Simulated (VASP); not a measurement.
BiTe, 2 atoms in the cell. The structure is trigonal, space group R-3m (No. 166). Conventional cell: a = 4.845 Å, b = 4.845 Å, c = 10.449 Å, α = 90.00°, β = 90.00°, γ = 120.00°. Bi (site symmetry -3m) has 6 Te at 3.30 Å and 6 Bi at 4.47 Å within 4.5 Å. Within 4.5 Å of Te (site symmetry -3m) lie 6 Bi at 3.30 Å and 6 Te at 4.47 Å.  This cell differs from its parent crystal: strain +0.000 along x and y, +0.050 along z.

```yaml
Program: VASP 6.6.1
Task: single point
Functional: PBE
Potentials_or_basis: VASP PAW PBE potentials, release 64 (Bi_d, Te)
Cutoff: 520 eV
k_mesh: 12 × 12 × 12
Occupations: gaussian, width 0.15 eV
Spin: no spin polarisation
Dipole_correction: no
Further_INCAR_settings: ALGO = Normal; EDIFF = 1e-06; NBANDS = 18
```

Potentials or basis: VASP PAW PBE potentials, release 64 (Bi_d, Te).

Launch:

```bash
$ cat potpaw_PBE.64/Bi_d/POTCAR potpaw_PBE.64/Te/POTCAR > POTCAR
$ mpirun -np 1 vasp_std > vasp.out
```

Hardware: 1 thread of AMD EPYC 9R45 96-Core Processor (Zen 5) (shared host).

Q: Estimate the wall time of this run.

A: It took 2 min on 1 thread of AMD EPYC 9R45 96-Core Processor (Zen 5) (shared host), peak memory 0.35 GiB. Counts: scf iterations 13, k points 189.
